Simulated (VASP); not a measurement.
Input of a VASP 6.6.1 run:

INCAR

```
SYSTEM = Ti3N3F
PREC = Accurate
ENCUT = 520
EDIFF = 1E-6
ISMEAR = 0
SIGMA = 0.1
LREAL = .FALSE.
LASPH = .TRUE.
NELM = 100
ALGO = Fast
ISIF = 2
LWAVE = .FALSE.
LCHARG = .FALSE.
LDIPOL = .TRUE.
IDIPOL = 3
DIPOL = 0.5 0.5 0.358
GGA = PE
NBANDS = 38
```

Contents of KPOINTS:

```
Automatic mesh
0
G
  9 9 1
  0 0 0
```

POSCAR

```
Ti3N3F
1.0
    3.0028555063      0.0000000000      0.0000000000
   -1.5014277532      2.6005491524      0.0000000000
    0.0000000000      0.0000000000     21.5541471841
N Ti F
3 3 1
Direct
    0.3333333333      0.6666666666      0.1855791355
    0.0000000000      0.0000000000      0.2993308526
    0.6666666667      0.3333333334      0.4147299353
    0.6666666667      0.3333333334      0.2424549941
    0.3333333333      0.6666666666      0.3575097830
    0.0000000000      0.0000000000      0.4664599856
    0.3333333333      0.1666666666      0.5409777267
```

Potentials or basis: VASP PAW PBE potentials, release 64 (N, Ti_sv, F).

Launch:

```bash
$ cat potpaw_PBE.64/N/POTCAR potpaw_PBE.64/Ti_sv/POTCAR potpaw_PBE.64/F/POTCAR > POTCAR
$ mpirun -np 1 vasp_std > vasp.out
```

(1) What does it give for the largest force?

(2) Estimate the band gap on the k mesh.

Results:

(1) 5.517 eV/Å.

(2) zero (bands 29 and 30 overlap by 0.10 eV).
